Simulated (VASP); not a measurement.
# TiAl16O24 (a cell with a defect) in VASP: a series of runs, part 2 of 3

VASP 6.6.1. The steps go on from the part before.

**3. Single point, PBE, collinear spin**

INCAR reads:

```
SYSTEM = TiAl16O24
PREC     = Accurate       ! precision mode
ENCUT    = 520            ! plane-wave cutoff, eV
EDIFF    = 1E-6           ! SCF threshold, eV
ISMEAR   = -1             ! smearing method
SIGMA    = 0.01           ! smearing width, eV
LREAL    = Auto         
LASPH    = .True.         ! aspherical terms in the spheres
NELM     = 200            ! most SCF steps
ALGO     = Normal         ! electronic algorithm
ISIF     = 2              ! what is computed and relaxed
LWAVE    = .False.        ! write WAVECAR
LCHARG   = .False.        ! write CHGCAR
ISPIN    = 2              ! spin polarisation
MAGMOM   = 0 0 0 0 0 0 0 0 0 0 0 0 0 0 0 0 0 0 0.01 0 0 0 0 0 0 0 0.01 0 0 0 0 0.01 0 0 0 0.01 0 0 0 0 0.67 ! initial moments
LORBIT   = 11             ! projections on sites
NUPDOWN  = 1.0            ! fixed moment
LMAXMIX  = 4              ! l up to which the mixer works
GGA      = PE             ! functional
NBANDS   = 132            ! bands
NELECT   = 203.0        
GGA_COMPAT= .False.
```

KPOINTS reads:

```
Automatic mesh
0
Gamma
  1 1 1
  0 0 0
```

POSCAR reads:

```
TiAl16O24
1.0
    2.4039417622      1.3879164235      4.3742070937
   -4.8078835245      2.7758328471      8.7484141875
    0.0000000000     -5.5516656942      8.7484141875
Al O Ti
16 24 1
Direct
    0.6426860237      0.3156338172      0.3344740611
    0.8495900984      0.4234250954      0.4282264921
    0.1501210630      0.0700224069      0.0760400041
    0.3610676338      0.1646876190      0.1803914850
    0.6523724407      0.3178886510      0.8088411020
    0.8441556563      0.4074782791      0.9096851463
    0.1475958543      0.0729990635      0.5729524369
    0.3543081319      0.1741282201      0.6740515402
    0.6436787544      0.8258778367      0.3256744347
    0.8503991536      0.9269771371      0.4267996402
    0.1539652557      0.5926357349      0.0899918434
    0.3456663858      0.6821552912      0.1909109478
    0.6369250130      0.8353319885      0.8193505354
    0.8478218828      0.9300105545      0.9237001831
    0.1484969431      0.5765359624      0.5714933922
    0.3554098867      0.6843237930      0.6652538700
    0.4435820111      0.0250396816      0.3773378082
    0.9422836433      0.1244553369      0.2769255430
    0.0609657278      0.3613041642      0.2313962429
    0.7542489144      0.2152140955      0.0280664969
    0.2451767275      0.2767213119      0.4733270407
    0.5298904600      0.4784637969      0.1428391058
    0.4405234651      0.0319728267      0.8725134939
    0.9499503182      0.1222816876      0.7746806122
    0.0651683919      0.3731350305      0.7124602546
    0.7474673345      0.2194486709      0.5304753928
    0.2749637869      0.2647931534      0.9689748606
    0.5497605791      0.4729418226      0.6212177376
    0.4483284406      0.5270480611      0.3784904851
    0.9328453571      0.6268655782      0.2872727059
    0.0480480812      0.8777461736      0.2250339951
    0.7229498013      0.7353129645      0.0307490073
    0.2505383225      0.7805099162      0.4692996113
    0.5574703873      0.9680881965      0.1272165562
    0.4682089685      0.5215129610      0.8568290940
    0.9370330304      0.6385510973      0.7684398153
    0.0557226010      0.8754926891      0.7228353622
    0.7528826243      0.7232611884      0.5263974162
    0.2437359662      0.7848683563      0.9716515575
    0.5544014539      0.9749239337      0.6224147021
    0.9990333339      0.5000056115     -0.0000825188
```

Potentials or basis: VASP PAW PBE potentials, release 64 (Al, O, Ti_sv).

Launch:

```
cat potpaw_PBE.64/Al/POTCAR potpaw_PBE.64/O/POTCAR potpaw_PBE.64/Ti_sv/POTCAR > POTCAR
mpirun -np 1 vasp_gam > vasp.out
```

Wall time 2.4 min (1 thread of AMD EPYC 9R45 (Zen 5), shared host); peak memory 0.71 GiB.

It converged, with:

* Free energy: -307.3592 eV
* Largest force: 0.795 eV/Å
* Net moment: 1.00 μB per cell
* Site moments: Al -0.00, +0.00, -0.01 (each value once); O +0.00, -0.00, +0.01 (each value once); Ti +0.80 μB
* Valence electrons inside the program's atomic spheres: Al 0.70, 0.69, 0.73, 0.79, 0.71 (each value once); O 5.20, 5.18, 5.14, 5.19, 5.21, 5.17 (each value once); Ti 10.80

Forces in eV/Å, atoms in the order of the input:
```
Al  -0.009 -0.277 -0.099
Al   0.022 -0.103  0.082
Al  -0.031  0.033 -0.054
Al   0.149  0.071  0.005
Al   0.136 -0.050 -0.085
Al   0.083 -0.060 -0.138
Al  -0.078  0.044 -0.042
Al   0.017  0.071  0.031
Al  -0.018 -0.072 -0.031
Al   0.076 -0.045  0.036
Al  -0.084  0.055  0.133
Al  -0.134  0.053  0.082
Al  -0.145 -0.072 -0.004
Al   0.030 -0.030  0.055
Al  -0.021  0.105 -0.081
Al   0.009  0.275  0.097
O    0.188 -0.375  0.031
O   -0.247  0.429  0.066
O    0.186  0.022 -0.061
O    0.291 -0.686  0.109
O   -0.405  0.684  0.013
O   -0.184  0.361 -0.003
O    0.210 -0.423  0.074
O   -0.219  0.421  0.016
O    0.217 -0.341  0.018
O    0.373 -0.592 -0.022
O   -0.322  0.684  0.006
O   -0.282  0.362 -0.046
O    0.280 -0.365  0.046
O   -0.216  0.343 -0.017
O    0.220 -0.424 -0.014
O    0.321 -0.687 -0.011
O   -0.375  0.593  0.021
O   -0.210  0.422 -0.079
O    0.186 -0.363  0.007
O   -0.189 -0.021  0.059
O    0.247 -0.426 -0.068
O    0.404 -0.681 -0.012
O   -0.291  0.686 -0.110
O   -0.186  0.375 -0.032
Ti   0.003  0.005  0.022
```

Caveat: the k points lie up to 1.22 Å⁻¹ apart, too coarse for converged energies, forces and pressures; the cell carries a net charge on a neutralising background, which shifts energy and pressure; the cell is charged against a uniform background, so pressure and absolute levels hang on convention; the total moment is fixed, so each spin has its own Fermi level and the state may be an excited one.

**4. Single point, PBE, collinear spin**

INCAR reads:

```
SYSTEM = TiAl16O24
PREC = Accurate
ENCUT = 520
EDIFF = 1E-6
ISMEAR = -1
SIGMA = 0.01
LREAL = Auto
LASPH = .TRUE.
NELM = 200
ALGO = Normal
ISIF = 2
LWAVE = .FALSE.
LCHARG = .FALSE.
ISPIN = 2
MAGMOM = 0 0 0 0 0 0.01 0 0 0 0 0.01 0 0 0 0 0 0 0 0.01 0 0 0.01 0 0 0 0 0.02 0 0 0 0 0.02 0 0 0.01 0.01 0 0 0 0 0.63
LORBIT = 11
NUPDOWN = 1.0
LMAXMIX = 4
GGA = PE
NELECT = 201.0
NBANDS = 132
GGA_COMPAT = .FALSE.
```

KPOINTS reads:

```
regular mesh
0
G
  1 1 1
  0 0 0
```

POSCAR reads:

```
TiAl16O24
1.0
    2.4039417622      1.3879164235      4.3742070937
   -4.8078835245      2.7758328471      8.7484141875
    0.0000000000     -5.5516656942      8.7484141875
Al O Ti
16 24 1
Direct
    0.6351229336      0.3144339570      0.3370979743
    0.8484095195      0.4257950109      0.4300936214
    0.1441729864      0.0731725556      0.0730342562
    0.3618678512      0.1617561018      0.1843567440
    0.6573266204      0.3074596649      0.8066556140
    0.8254931446      0.4097532156      0.9077598316
    0.1462139224      0.0709595915      0.5728715140
    0.3547251435      0.1740438723      0.6732224712
    0.6439823301      0.8258998655      0.3250541887
    0.8525265111      0.9289885815      0.4253761076
    0.1732021158      0.5901834492      0.0904555186
    0.3413852351      0.6924301688      0.1915502685
    0.6368171414      0.8381970567      0.8139022056
    0.8545801220      0.9267456078      0.9252446085
    0.1502631896      0.5742002417      0.5681312377
    0.3635144349      0.6855145997      0.6611766518
    0.4429827707      0.0248900815      0.3777177787
    0.9468764591      0.1295164943      0.2725310170
    0.0775042526      0.3766197197      0.2123086378
    0.7434042287      0.2171517256      0.0204124894
    0.2423091739      0.2774401948      0.4719485491
    0.5745233303      0.4613776086      0.1248933815
    0.4451948549      0.0287908782      0.8738570036
    0.9555235559      0.1166359876      0.7732332144
    0.0435222081      0.3763223877      0.7120295930
    0.7487117484      0.2233805308      0.5258278357
    0.2404873698      0.2840460324      0.9594447652
    0.5398109479      0.4742843030      0.6260044053
    0.4588991666      0.5257067795      0.3722258233
    0.9550923038      0.6236471157      0.2862027177
    0.0432599940      0.8832824199      0.2250153571
    0.7582369148      0.7158911028      0.0387951740
    0.2499828810      0.7766079448      0.4724105710
    0.5535417186      0.9711553096      0.1244048128
    0.4241450268      0.5386037342      0.8733969212
    0.9212252602      0.6233288502      0.7859228834
    0.0518553123      0.8704241670      0.7257063506
    0.7563369714      0.7225433414      0.5263089520
    0.2553438090      0.7827752699      0.9778395956
    0.5557664915      0.9750827431      0.6205154768
    0.9993601420      0.4999577656     -0.0008820449
```

Potentials or basis: VASP PAW PBE potentials, release 64 (Al, O, Ti_sv).

Launch:

```
cat potpaw_PBE.64/Al/POTCAR potpaw_PBE.64/O/POTCAR potpaw_PBE.64/Ti_sv/POTCAR > POTCAR
mpirun -np 1 vasp_gam > vasp.out
```

OUTCAR:

```text
SYSTEM = TiAl16O24
   PREC = Accurate
   ENCUT = 520
   EDIFF = 1E-6
   ISMEAR = -1
   LREAL = Auto
   LASPH = .TRUE.
   NELM = 200
   ISIF = 2
   ISPIN = 2
   LORBIT = 11
   NUPDOWN = 1.0
   GGA = PE
   NELECT = 201.0

 ion  position               nearest neighbor table
   1  0.635  0.314  0.337-  21 1.81  18 1.85  26 1.91  22 1.92  29 2.00  19 2.17   8 2.69   2 2.72
                            41 2.91   4 2.91  12 3.00  10 3.15   2 3.21  11 3.36
   2  0.848  0.426  0.430-  21 1.84  28 1.87  30 1.90  29 1.95  26 1.98  19 2.08   1 2.72  15 2.79
                            11 2.79   7 2.83   5 3.04   1 3.21   9 3.27
   3  0.144  0.073  0.073-  31 1.82  23 1.87  20 1.92  18 1.99  34 2.00  27 2.01   4 2.70   6 2.77
                            10 2.81  14 2.84  12 3.07   4 3.20   8 3.27
   4  0.362  0.162  0.184-  17 1.80  20 1.87  19 1.93  34 1.93  18 1.95  27 2.20   9 2.69   3 2.70
                            41 2.91   1 2.91   5 3.00   7 3.18   3 3.20
   5  0.657  0.307  0.807-  24 1.76  28 1.81  27 1.87  25 2.02  20 2.07  35 2.31   6 2.52   8 2.77
                            41 2.94   4 3.00  16 3.01   2 3.04  14 3.07   7 3.32
   6  0.825  0.410  0.908-  25 1.80  20 1.81  35 1.84  27 1.98  36 2.02  22 2.07  41 2.35   5 2.52
                             3 2.77  15 2.79  11 2.84   8 3.31  16 3.36
   7  0.146  0.071  0.573-  17 1.84  26 1.88  37 1.90  24 1.94  40 1.99  21 2.00   8 2.69  14 2.81
                            10 2.82   2 2.83  16 3.15   4 3.18   8 3.23   5 3.32
   8  0.355  0.174  0.673-  26 1.87  25 1.88  23 1.88  40 1.96  24 1.99  21 1.99  13 2.69   1 2.69
                             7 2.69   5 2.77   7 3.23   3 3.27  15 3.27   6 3.31
   9  0.644  0.826  0.325-  33 1.87  30 1.88  34 1.88  17 1.96  38 1.99  31 1.99   4 2.69  16 2.69
[... 27 lines left out ...]
  29  0.459  0.526  0.372-  12 1.81  15 1.87   2 1.95   1 2.00
  30  0.955  0.624  0.286-  11 1.80   9 1.88   2 1.90  12 2.02
  31  0.043  0.883  0.225-  12 1.76   3 1.82  10 1.94   9 1.99
  32  0.758  0.716  0.039-  12 1.87  11 1.98  41 2.00  14 2.01  13 2.20
  33  0.250  0.777  0.472-   9 1.87  10 1.88  16 1.91  15 1.98
  34  0.554  0.971  0.124-  14 1.87   9 1.88   4 1.93   3 2.00
  35  0.424  0.539  0.873-   6 1.84  16 1.92  41 1.96  11 2.07   5 2.31
  36  0.921  0.623  0.786-  13 1.93  41 1.97   6 2.02  15 2.08  16 2.17
  37  0.052  0.870  0.726-  16 1.85   7 1.90  13 1.95  14 1.99
  38  0.756  0.723  0.526-  16 1.81  15 1.84   9 1.99  10 2.00
  39  0.255  0.783  0.978-  11 1.81  13 1.87  14 1.92  12 2.07
  40  0.556  0.975  0.621-  13 1.80  10 1.84   8 1.96   7 1.99
  41  0.999  0.500  0.999-  22 1.96  35 1.96  36 1.97  19 1.97  27 2.00  32 2.00  11 2.35   6 2.35
                             4 2.91  13 2.91  16 2.91   1 2.91  12 2.94   5 2.94

  LATTYP: Found a base centered monoclinic cell.
 ALAT       =    14.1357249094
 B/A-ratio  =     0.6802457681
 C/A-ratio  =     0.3664920514
 COS(beta)  =    -0.1016821369

  Lattice vectors:

 A1 = (   7.2118252867,  -1.3879164236,  -4.3742070938)
 A2 = (   2.4039417622,   6.9395821177,  -4.3742070938)
 A3 = (   2.4039417622,   1.3879164235,   4.3742070937)

Analysis of symmetry for initial positions (statically):
=====================================================================
 Subroutine PRICEL returns:
 Original cell was already a primitive cell.

 Routine SETGRP: Setting up the symmetry group for a
 base centered monoclinic supercell.

 Subroutine GETGRP returns: Found  1 space group operations
 (whereof  1 operations were pure point group operations)
 out of a pool of  4 trial point group operations.

The static configuration has the point symmetry C_1 .

Analysis of symmetry for dynamics (positions and initial velocities):
=====================================================================
 Subroutine PRICEL returns:
 Original cell was already a primitive cell.

 Routine SETGRP: Setting up the symmetry group for a
[... 195 lines left out ...]
  volume/ion in A,a.u.               =       8.54        57.65
  Fermi-wavevector in a.u.,A,eV,Ry     =   1.360424  2.570828 25.181024  1.850753
  Thomas-Fermi vector in A             =   2.487087
   LORBIT       =     11    0 simple, 1 ext, 2 COOP (PROOUT), +10 PAW based schemes
   GGA     = PE    functional components
   LHFCALC =     F    Hartree Fock is set to
   AEXX    =    0.0000 exact exchange contribution
   IVDW    =     0    specifies the selected vdW correction
   LEPSILON=     F    determine dielectric tensor
   LRPA    =     F    only Hartree local field effects (RPA)
 spin polarized calculation
  energy-cutoff  :      520.00
  volume of cell :      350.27
 maximum number of plane-waves:      4692
 NGX is ok and might be reduce to    40
   NGX = 19   NGY = 39   NGZ = 39

 number of electron     201.0000002 magnetization       0.9999686

 Free energy of the ion-electron system (eV)
  ---------------------------------------------------
  ext. energy  EPLUGINS =         0.00000000
  ---------------------------------------------------
  free energy    TOTEN  =      -329.10539539 eV

  energy without entropy =     -329.10539539  energy(sigma->0) =     -329.10539539

 E-fermi :   6.8378     XC(G=0): -11.6601

 val. band max:        9.2757865099   @ k =   0.0000   0.0000   0.0000
 cond. band min:      10.1782508056   @ k =   0.0000   0.0000   0.0000
 fundamental gap:      0.9024642957
 Fermi energy:         9.5824086571

 spin component 1

 k-point     1 :       0.0000    0.0000    0.0000
  band No.  band energies     occupation
      1     -48.7910      1.00000
      2     -25.3214      1.00000
      3     -25.2573      1.00000
      4     -25.2050      1.00000
      5     -12.8239      1.00000
      6     -11.8195      1.00000
[... 104 lines left out ...]
    111      15.3804      0.00000
    112      15.3932      0.00000
 Fermi energy:         6.8378330338

 spin component 2

 k-point     1 :       0.0000    0.0000    0.0000
  band No.  band energies     occupation
      1     -48.0778      1.00000
      2     -24.8720      1.00000
      3     -24.7285      1.00000
      4     -24.0707      1.00000
      5     -12.8066      1.00000
      6     -11.8043      1.00000
[... 104 lines left out ...]
    111      15.4045      0.00000
    112      15.4285      0.00000
 [bands above 112 left out]

------------------------ aborting loop because EDIFF is reached ----------------------------------------

  FORCE on cell =-STRESS in cart. coord.  units (eV):
  Direction    XX          YY          ZZ          XY          YZ          ZX
  --------------------------------------------------------------------------------------
  -------------------------------------------------------------------------------------
  Total      -17.1815111    -12.8896951     -8.1505199     -3.7379690     -0.2374069     -0.7610545
  in kB      -78.5912325    -58.9597167    -37.2819014    -17.0981230     -1.0859408     -3.4811962
  external PRESSURE =     -58.2776168 kB  Pullay stress =       0.0000000 kB

 VOLUME and BASIS-vectors are now :
 -----------------------------------------------------------------------------
  energy-cutoff  :      520.00
  volume of cell :      350.27
      direct lattice vectors                 reciprocal lattice vectors
     2.403941762  1.387916424  4.374207094     0.207991728  0.120084080  0.076204287
    -4.807883525  2.775832847  8.748414187    -0.103995864  0.060042040  0.038102144
     0.000000000 -5.551665694  8.748414187    -0.000000000 -0.120084080  0.038102144

 POSITION                                       TOTAL-FORCE (eV/Angst)
 -----------------------------------------------------------------------------------
      0.01504     -0.11714      8.47803        -0.051248     -0.162473     -0.054355
     -0.00765     -0.02828     11.19879         0.086740     -0.065116      0.023200
     -0.00522     -0.00225      1.90972        -0.011624      0.019651     -0.059567
      0.09220     -0.07224      4.61082         0.023138      0.069658      0.025096
      0.10194     -2.71251     12.62202         0.037799     -0.068119      0.017723
      0.01439     -2.75646     15.13703        -0.098039     -0.018062      0.085860
[... 33 lines left out ...]
     -3.35205      0.03313     16.38999        -0.199999      0.346758     -0.025493
     -0.00134     -2.77194     17.48594        -0.002363     -0.000187      0.010478
 -----------------------------------------------------------------------------------
    total drift:                               -0.009062      0.001243     -0.003650

  FREE ENERGIE OF THE ION-ELECTRON SYSTEM (eV)
  ---------------------------------------------------
  free  energy   TOTEN  =      -329.1053953881 eV

  energy  without entropy=     -329.1053953881  energy(sigma->0) =     -329.10539539

 total charge

# of ion       s       p       d       tot
------------------------------------------
    1        0.303   0.381   0.000   0.683
    2        0.297   0.373   0.000   0.670
    3        0.298   0.371   0.000   0.670
    4        0.306   0.380   0.000   0.686
    5        0.317   0.390   0.000   0.707
    6        0.322   0.421   0.000   0.743
[... 33 lines left out ...]
   40        1.543   3.645   0.000   5.188
   41        2.224   6.303   2.070  10.597
--------------------------------------------------
tot         44.102  99.548   2.070 145.720

 magnetization (x)

# of ion       s       p       d       tot
------------------------------------------
    1        0.000   0.000   0.000   0.000
    2       -0.000   0.000   0.000   0.000
    3       -0.000  -0.000   0.000  -0.000
    4        0.000   0.000   0.000   0.000
    5        0.001   0.000   0.000   0.001
    6        0.004   0.005   0.000   0.009
[... 33 lines left out ...]
   40        0.000   0.000   0.000   0.000
   41        0.007   0.008   0.751   0.765
--------------------------------------------------
tot          0.020   0.095   0.751   0.866
```

It took 2 min on 1 thread of AMD EPYC 9R45 (Zen 5), shared host; peak memory 0.69 GiB.

Results:

```
Free energy                                           : -329.1054 eV
Largest force                                         : 0.792 eV/Å
Net moment                                            : 1.00 μB per cell
Site moments                                          : Al +0.00, -0.00, +0.01 (each value once); O +0.00, +0.01, -0.00, +0.02 (each value once); Ti +0.77 μB
Valence electrons inside the program's atomic spheres : Al 0.68, 0.67, 0.69, 0.71, 0.74 (each value once); O 5.19, 5.16, 5.12, 5.18, 5.21, 5.15 (each value once); Ti 10.60
```

Forces in eV/Å, atoms in the order of the input:
```
Al  -0.051 -0.162 -0.054
Al   0.087 -0.065  0.023
Al  -0.012  0.020 -0.060
Al   0.023  0.070  0.025
Al   0.038 -0.068  0.018
Al  -0.098 -0.018  0.086
Al  -0.099  0.047 -0.028
Al  -0.010  0.084  0.034
Al   0.009 -0.081 -0.036
Al   0.096 -0.047  0.028
Al   0.099  0.016 -0.085
Al  -0.042  0.068 -0.012
Al  -0.021 -0.067 -0.023
Al   0.014 -0.018  0.056
Al  -0.083  0.065 -0.026
Al   0.053  0.162  0.057
O    0.199 -0.348  0.026
O   -0.222  0.355  0.062
O    0.228 -0.195  0.016
O    0.396 -0.628  0.003
O   -0.360  0.671  0.048
O   -0.330  0.574 -0.200
O    0.226 -0.412  0.065
O   -0.216  0.413  0.010
O    0.280 -0.413 -0.025
O    0.352 -0.655 -0.039
O   -0.457  0.644  0.051
O   -0.292  0.422 -0.021
O    0.293 -0.425  0.019
O   -0.275  0.417  0.026
O    0.219 -0.414 -0.011
O    0.456 -0.646 -0.052
O   -0.349  0.653  0.034
O   -0.228  0.413 -0.068
O    0.330 -0.575  0.198
O   -0.229  0.195 -0.016
O    0.217 -0.354 -0.062
O    0.358 -0.671 -0.050
O   -0.398  0.628 -0.005
O   -0.200  0.347 -0.025
Ti  -0.002  0.000  0.010
```

Caveat: the k points lie up to 1.22 Å⁻¹ apart, too coarse for converged energies, forces and pressures; the cell carries a net charge on a neutralising background, which shifts energy and pressure; the cell is charged against a uniform background, so pressure and absolute levels hang on convention; the total moment is fixed, so each spin has its own Fermi level and the state may be an excited one.

(Part 2 of 3 ends here.)
